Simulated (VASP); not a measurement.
Runs of VASP 6.6.1 on Gd. The structure is that of space group Pm-3m (No. 221), or close to it. The cells are those of the table. This isn't the form of Gd at room conditions, which is hcp.

```csv
cell,k mesh for the DOS,occupations for the DOS,gap on the mesh (eV),pressure (GPa),moment (μB)
"a = 2.878 Å, 1 atom",-,-,none,(b),7.46
"a = 3.136 Å, 1 atom",-,-,none,4.0,(c)
"a = 2.729 Å, 1 atom",20 × 20 × 20,tetrahedron,-,-,7.22
"a = 2.470 Å, 1 atom",-,-,none,92.2,(a)
"a = 3.012 Å, 1 atom",-,-,none,9.4,7.63
```

Alike in all rows: task single point; level PBE; potentials or basis VASP PAW PBE potentials, release 64 (Gd); spin collinear, ferromagnetic start; k mesh 13 × 13 × 13; cutoff (eV) 520; smearing fermi-dirac 0.08 eV.

Problem. Fill in the values left out.

Solution. (a) 6.38; (b) 18.6; (c) 7.77.

Caveats: spin-orbit coupling is left out, which moves the levels of the heavy elements; semilocal functionals describe open f shells poorly, which spoils levels, moments and volumes; the cell stands under pressure (at least some runs); tetrahedron occupations give inexact forces and stress in metals (at least some runs).

A k mesh can miss the band edges, and the runs leave out spin-orbit coupling on Gd.

A gap of «none» marks levels without a gap at the run's occupations.
